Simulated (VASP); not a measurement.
# Re (Fd-3m) in VASP: notebook, part 2 of 2

VASP 6.6.1. Earlier steps stand in the parts before.

### Step 4. Single point, PBEsol

This run uses another cell than the first one, of 21.89 Å³/atom.

Input file INCAR:

```
SYSTEM = Re
PREC = Accurate
ENCUT = 520
EDIFF = 1E-6
ISMEAR = -1
SIGMA = 0.1
LREAL = .False.
LASPH = .True.
NELM = 100
ALGO = Normal
ISIF = 2
LWAVE = .False.
LCHARG = .True.
GGA = PS
LELF = .True.
LVHAR = .True.
NBANDS = 14
```

Input file KPOINTS:

```
regular mesh
0
Gamma
  16 16 16
  0 0 0
```

Input file POSCAR:

```
Re
1.0
    0.0000000000      2.7975195331      2.7975195331
    2.7975195331      0.0000000000      2.7975195331
    2.7975195331      2.7975195331      0.0000000000
Re
2
Direct
    0.1250000000      0.1250000000      0.1250000000
    0.8750000000      0.8750000000      0.8750000000
```

Potentials or basis: VASP PAW PBE potentials, release 64 (Re).

Started as:

```bash
> cat potpaw_PBE.64/Re/POTCAR > POTCAR
> mpirun -np 1 vasp_std > vasp.out
```

OUTCAR:

```text
SYSTEM = Re
   PREC = Accurate
   ENCUT = 520
   EDIFF = 1E-6
   ISMEAR = -1
   LREAL = .False.
   LASPH = .True.
   NELM = 100
   ISIF = 2
   GGA = PS

 ion  position               nearest neighbor table
   1  0.125  0.125  0.125-   2 2.42   2 2.42   2 2.42   2 2.42
   2  0.875  0.875  0.875-   1 2.42   1 2.42   1 2.42   1 2.42

  LATTYP: Found a face centered cubic cell.
 ALAT       =     5.5950390662

  Lattice vectors:

 A1 = (   0.0000000000,   2.7975195331,   2.7975195331)
 A2 = (   2.7975195331,   0.0000000000,   2.7975195331)
 A3 = (   2.7975195331,   2.7975195331,   0.0000000000)

Analysis of symmetry for initial positions (statically):
=====================================================================
 Subroutine PRICEL returns:
 Original cell was already a primitive cell.

 Routine SETGRP: Setting up the symmetry group for a
 face centered cubic supercell.

 Subroutine GETGRP returns: Found 48 space group operations
 (whereof 12 operations were pure point group operations)
 out of a pool of 48 trial point group operations.

The static configuration has the point symmetry D_3d.
 The point group associated with its full space group is O_h .

Analysis of symmetry for dynamics (positions and initial velocities):
=====================================================================
 Subroutine PRICEL returns:
 Original cell was already a primitive cell.

 Routine SETGRP: Setting up the symmetry group for a
 face centered cubic supercell.

 Subroutine GETGRP returns: Found 48 space group operations
 (whereof 12 operations were pure point group operations)
 out of a pool of 48 trial point group operations.

The dynamic configuration has the point symmetry D_3d.
 The point group associated with its full space group is O_h .

 Subroutine INISYM returns: Found 48 space group operations
 (whereof 12 operations are pure point group operations),
 and found     1 'primitive' translations

----------------------------------------------------------------------------------------

                                     Primitive cell

  volume of cell :      43.7874

  direct lattice vectors                    reciprocal lattice vectors
     0.000000000  2.797519533  2.797519533    -0.178729762  0.178729762  0.178729762
     2.797519533  0.000000000  2.797519533     0.178729762 -0.178729762  0.178729762
     2.797519533  2.797519533  0.000000000     0.178729762  0.178729762 -0.178729762

  length of vectors
     3.956290065  3.956290065  3.956290065     0.309569028  0.309569028  0.309569028

  position of ions in fractional coordinates (direct lattice)
     0.125000000  0.125000000  0.125000000
     0.875000000  0.875000000  0.875000000

  ion indices of the primitive-cell ions
   primitive index   ion index
                 1           1
                 2           2

----------------------------------------------------------------------------------------

 KPOINTS: regular mesh

Automatic generation of k-mesh.
 Grid dimensions read from file:
 generate k-points for:   16   16   16

[... 24 lines left out ...]
  0.250000  0.000000  0.000000      8.000000
  0.312500  0.000000  0.000000      8.000000
[... 16 lines left out ...]
 -0.125000  0.062500  0.000000     24.000000
 -0.062500  0.062500  0.000000     12.000000
 [... further k-points ...]
   k-points           NKPTS =    145   k-points in BZ     NKDIM =    145   number of bands    NBANDS=     14
   number of dos      NEDOS =    301   number of ions     NIONS =      2
   total plane-waves  NPLWV =  27000
   dimension x,y,z NGX =    30 NGY =   30 NGZ =   30
   dimension x,y,z NGXF=    60 NGYF=   60 NGZF=   60
   ions per type =               2
   NGX,Y,Z   is equivalent  to a cutoff of  12.61, 12.61, 12.61 a.u.
   NGXF,Y,Z  is equivalent  to a cutoff of  25.21, 25.21, 25.21 a.u.
 SYSTEM =  Re
   PREC   = accura    normal or accurate (medium, high low for compatibility)
   ISTART =      0    job   : 0-new  1-cont  2-samecut
   ICHARG =      2    charge: 1-file 2-atom 10-const
   ISPIN  =      1    spin polarized calculation?
   LNONCOLLINEAR =      F non collinear calculations
   LSORBIT =      F    spin-orbit coupling
   LASPH  =      T    aspherical Exc in radial PAW
   ENCUT  =  520.0 eV  38.22 Ry    6.18 a.u.   7.36  7.36  7.36*2*pi/ulx,y,z
   NELM   =    100;   NELMIN=  2; NELMDL= -5     # of ELM steps
   EDIFF  = 0.1E-05   stopping-criterion for ELM
   LREAL  =      F    real-space projection
   EDIFFG = 0.1E-04   stopping-criterion for IOM
   NSW    =      0    number of steps for IOM
   IBRION =     -1    ionic relax: 0-MD 1-quasi-New 2-CG
   NFREE  =      0    steps in history (QN), initial steepest desc. (CG)
   ISIF   =      2    stress and relaxation
   ISYM   =      2    0-nonsym 1-usesym 2-fastsym
   POTIM  = 0.5000    time-step for ionic-motion
   TEBEG  =    0.0;   TEEND  =   0.0 temperature during run
   PSTRESS=    0.0 pullay stress
   NELECT =      14.0000    total number of electrons
   NUPDOWN=      -1.0000    fix difference up-down
   EMIN   =  10.00;   EMAX   =-10.00  energy-range for DOS
   EFERMI =   0.00;   METHOD = LEGACY
   ISMEAR =    -1;   SIGMA  =   0.10  broadening in eV -4-tet -1-fermi 0-gaus
   EFERMI_NEDOS =   21; number of points for ismear=-14 and -15
   IALGO  =     38    algorithm
   IMIX   =      4    mixing-type and parameters
     AMIX     =   0.40;   BMIX     =  1.00
     AMIX_MAG =   1.60;   BMIX_MAG =  1.00
  volume/ion in A,a.u.               =      21.89       147.75
  Fermi-wavevector in a.u.,A,eV,Ry     =   1.119441  2.115436 17.050103  1.253147
  Thomas-Fermi vector in A             =   2.256080
   LORBIT       =      0    0 simple, 1 ext, 2 COOP (PROOUT), +10 PAW based schemes
   GGA     = PS    functional components
   LHFCALC =     F    Hartree Fock is set to
   AEXX    =    0.0000 exact exchange contribution
   IVDW    =     0    specifies the selected vdW correction
   LEPSILON=     F    determine dielectric tensor
   LRPA    =     F    only Hartree local field effects (RPA)
 non-spin polarized calculation
  energy-cutoff  :      520.00
  volume of cell :       43.79
 maximum number of plane-waves:      1243
 NGX is ok and might be reduce to    30
   NGX = 15   NGY = 15   NGZ = 15

 number of electron      14.0000000 magnetization

 Free energy of the ion-electron system (eV)
  ---------------------------------------------------
  ext. energy  EPLUGINS =         0.00000000
  ---------------------------------------------------
  free energy    TOTEN  =       -23.25637194 eV

  energy without entropy =      -23.21221521  energy(sigma->0) =      -23.23429358

 E-fermi :   3.5057     XC(G=0): -11.2755

 val. band max:        3.4969923556   @ k =   0.5000   0.5000   0.0000
 cond. band min:       3.5095884906   @ k =  -0.2500   0.2500   0.0000
 fundamental gap:      0.0125961349
 Fermi energy:         3.5057201395

 k-point     1 :       0.0000    0.0000    0.0000
  band No.  band energies     occupation
      1      -3.4828      2.00000
      2       0.3941      2.00000
      3       0.3941      2.00000
      4       1.2166      2.00000
      5       1.2166      2.00000
      6       1.2166      2.00000
      7       4.1652      0.00273
      8       4.1652      0.00273
      9       4.1652      0.00273
     10       7.7715      0.00000
     11       7.7715      0.00000
     12      14.7621      0.00000
     13      15.0725      0.00000
     14      16.3803      0.00000
[... 377 lines left out ...]
      1      -3.2869      2.00000
      2       0.2122      2.00000
      3       0.3867      2.00000
      4       1.2205      2.00000
      5       1.2807      2.00000
      6       1.4778      2.00000
      7       3.8606      0.05592
      8       4.0812      0.00632
      9       4.2230      0.00153
     10       7.6517      0.00000
     11       7.8321      0.00000
     12      14.2841      0.00000
     13      15.2516      0.00000
     14      16.2649      0.00000

 [... further k-points ...]

------------------------ aborting loop because EDIFF is reached ----------------------------------------

  FORCE on cell =-STRESS in cart. coord.  units (eV):
  Direction    XX          YY          ZZ          XY          YZ          ZX
  --------------------------------------------------------------------------------------
  -------------------------------------------------------------------------------------
  Total       -0.4846426     -0.4846426     -0.4846426     -0.0000000      0.0000000      0.0000000
  in kB      -17.7330234    -17.7330234    -17.7330234     -0.0000000      0.0000000      0.0000000
  external PRESSURE =     -17.7330234 kB  Pullay stress =       0.0000000 kB

 VOLUME and BASIS-vectors are now :
 -----------------------------------------------------------------------------
  energy-cutoff  :      520.00
  volume of cell :       43.79
      direct lattice vectors                 reciprocal lattice vectors
     0.000000000  2.797519533  2.797519533    -0.178729762  0.178729762  0.178729762
     2.797519533  0.000000000  2.797519533     0.178729762 -0.178729762  0.178729762
     2.797519533  2.797519533  0.000000000     0.178729762  0.178729762 -0.178729762

 POSITION                                       TOTAL-FORCE (eV/Angst)
 -----------------------------------------------------------------------------------
      0.69938      0.69938      0.69938        -0.000000     -0.000000      0.000000
      4.89566      4.89566      4.89566         0.000000      0.000000     -0.000000
 -----------------------------------------------------------------------------------
    total drift:                               -0.000000      0.000000      0.000000

  FREE ENERGIE OF THE ION-ELECTRON SYSTEM (eV)
  ---------------------------------------------------
  free  energy   TOTEN  =       -23.2563719405 eV

  energy  without entropy=      -23.2122152114  energy(sigma->0) =      -23.23429358
```

OSZICAR:

```text
N       E                     dE             d eps       ncg     rms          rms(c)
DAV:   1     0.213068957165E+02    0.21307E+02   -0.62115E+03  8096   0.111E+03
DAV:   2    -0.225018894045E+02   -0.43809E+02   -0.38014E+02  6664   0.228E+02
DAV:   3    -0.239141271498E+02   -0.14122E+01   -0.13630E+01  6650   0.503E+01
DAV:   4    -0.239375834934E+02   -0.23456E-01   -0.23372E-01  6226   0.507E+00
DAV:   5    -0.239382154635E+02   -0.63197E-03   -0.63181E-03  6498   0.140E+00    0.324E+01
DAV:   6    -0.234527159569E+02    0.48550E+00   -0.37362E-01  7170   0.137E+01    0.156E+01
DAV:   7    -0.232658784742E+02    0.18684E+00   -0.25580E-01  7304   0.109E+01    0.855E-01
DAV:   8    -0.232562695415E+02    0.96089E-02   -0.14642E-02  6746   0.152E+00    0.146E-01
DAV:   9    -0.232563429266E+02   -0.73385E-04   -0.30569E-04  6866   0.237E-01    0.610E-02
DAV:  10    -0.232563676299E+02   -0.24703E-04   -0.13336E-05  6926   0.823E-02    0.241E-02
DAV:  11    -0.232563718087E+02   -0.41788E-05   -0.16406E-06  4178   0.478E-02    0.908E-03
DAV:  12    -0.232563719405E+02   -0.13179E-06   -0.49045E-07  3096   0.128E-02
   1 F= -.23256372E+02 E0= -.23234294E+02  d E =-.441567E-01
```

stdout:

```text
POSCAR found type information on POSCAR Re
 POSCAR found :  1 types and       2 ions
 scaLAPACK will be used
 -----------------------------------------------------------------------------
|                                                                             |
|                                                                             |
|     You enforced a specific xc type in the INCAR file but a different       |
|     I HOPE YOU KNOW WHAT YOU ARE DOING!                                     |
|                                                                             |
 -----------------------------------------------------------------------------

 LDA part: xc-table for (Slater+PW92), standard interpolation
 POSCAR, INCAR and KPOINTS ok, starting setup
 FFT: planning ... GRIDC
 FFT: planning ... GRID_SOFT
 FFT: planning ... GRID
 WAVECAR not read
 entering main loop
```

It took 99 s on 1 thread of Intel Xeon Platinum 8259CL at 2.50GHz (Skylake/Cascade Lake), shared host; peak memory 0.22 GiB.

What came out:

* Free energy: -23.2564 eV
* Pressure: -1.8 GPa
* Band gap on the k mesh: zero (bands 7 and 8 overlap by 1.48 eV)

Levels at points of the mesh, in eV from the Fermi level:
```csv
k point,band 5,band 6,band 7,band 8,band 9,band 10
"(0.00, 0.00, 0.00)",-2.29,-2.29,0.66,0.66,0.66,4.27
"(0.50, 0.00, 0.00)",-2.52,-2.52,-0.91,1.77,1.77,3.38
"(0.50, 0.50, 0.00)",-1.94,-1.94,-0.01,-0.01,3.77,3.77
```

Caveat: the PAW data sets were made with another functional, which shifts forces and pressure a little; spin-orbit coupling is left out, which moves the levels of the heavy elements.

### Step 5. The runs side by side

```csv
task,cell,k mesh,cutoff (eV),gap on the mesh (eV),pressure (GPa)
single point,"a = 4.109 Å, angles 60.0°, 2 atoms",11 × 11 × 11,520,none,-18.3
relaxation of cell and atoms,"relaxed from a = 3.830 Å, angles 60.0°, 2 atoms",10 × 10 × 10,600,none,0.0
single point,"a = 3.956 Å, angles 60.0°, 2 atoms",16 × 16 × 16,520,none,-1.8
```

Alike in all rows: level PBEsol; potentials or basis VASP PAW PBE potentials, release 64 (Re); no spin polarisation; smearing fermi-dirac 0.1 eV.

Caveats: the PAW data sets were made with another functional, which shifts forces and pressure a little; spin-orbit coupling is left out, which moves the levels of the heavy elements; the cell stands under tension (at least some runs).

Total energies depend on the potentials used, so only differences within one code and one set of settings carry meaning.
